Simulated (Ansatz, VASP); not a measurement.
# Two plane-wave programs on Zn2C

POSCAR

```
Zn2C
1.0
    0.0000000000      2.5779490376      2.5779490376
    2.5779490376      0.0000000000      2.5779490376
    2.5779490376      2.5779490376      0.0000000000
C Zn
1 2
Direct
    0.0000000000      0.0000000000      0.0000000000
    0.2500000000      0.2500000000      0.2500000000
    0.7500000000      0.7500000000      0.7500000000
```

File INCAR.step1:

```
SYSTEM = Zn2C
ALGO = Normal
EDIFF = 1E-4
ENCUT = 520
GGA = PE
ISMEAR = -1
LASPH = .TRUE.
LCHARG = .FALSE.
LREAL = .FALSE.
LWAVE = .TRUE.
NBANDS = 21
NELM = 100
PREC = Accurate
SIGMA = 0.02
```

INCAR.step2

```
SYSTEM = Zn2C
ALGO = Normal
EDIFF = 1E-7
ENCUT = 520
ISIF = 2
ISMEAR = -1
ISTART = 1
LASPH = .TRUE.
LCHARG = .FALSE.
LMIXTAU = .TRUE.
LREAL = .FALSE.
LWAVE = .FALSE.
METAGGA = R2SCAN
NBANDS = 21
NELM = 100
PREC = Accurate
SIGMA = 0.02
```

Contents of KPOINTS:

```
k-points
0
G
  6 6 6
  0 0 0
```

Input for Ansatz:

```yaml
crystal:
  lattice:
    - [0.0, 2.5779490376, 2.5779490376]
    - [2.5779490376, 0.0, 2.5779490376]
    - [2.5779490376, 2.5779490376, 0.0]
  atoms:
    - { symbol: C, position: [0.0, 0.0, 0.0] }
    - { symbol: Zn, position: [0.25, 0.25, 0.25] }
    - { symbol: Zn, position: [0.75, 0.75, 0.75] }
kpoints:
  mp_grid: { grid: [6, 6, 6] }
hamiltonian:
  xc: r2scan
scf:
  occupations: { method: fermi_dirac, width: 0.02 }
  n_extra_bands: 4
  mixing: { beta: 0.05 }
  max_iter: 56
output:
  forces: true
  stress: true
  eigenvalues: true
```

Alike in both runs: task single point; functional r2SCAN; k mesh 6 × 6 × 6; occupations fermi-dirac, width 0.02 eV; no spin polarisation.

```csv
,VASP,Ansatz
version,VASP 6.6.1,Ansatz 0.2.0
potentials or method,"VASP PAW PBE potentials, release 64 (C, Zn)",plane waves
plane-wave cutoff (eV),520,500
valence electrons in the cell,28,28
```

VASP gave:

```
pressure (GPa) : 0.5
```

Task: Estimate Ansatz's values.

Result: Pressure (GPa): -0.2.

VASP's potentials were made for PBE, not for r2SCAN. The functional is the same, so the differences come from potentials, cutoffs and numerics.
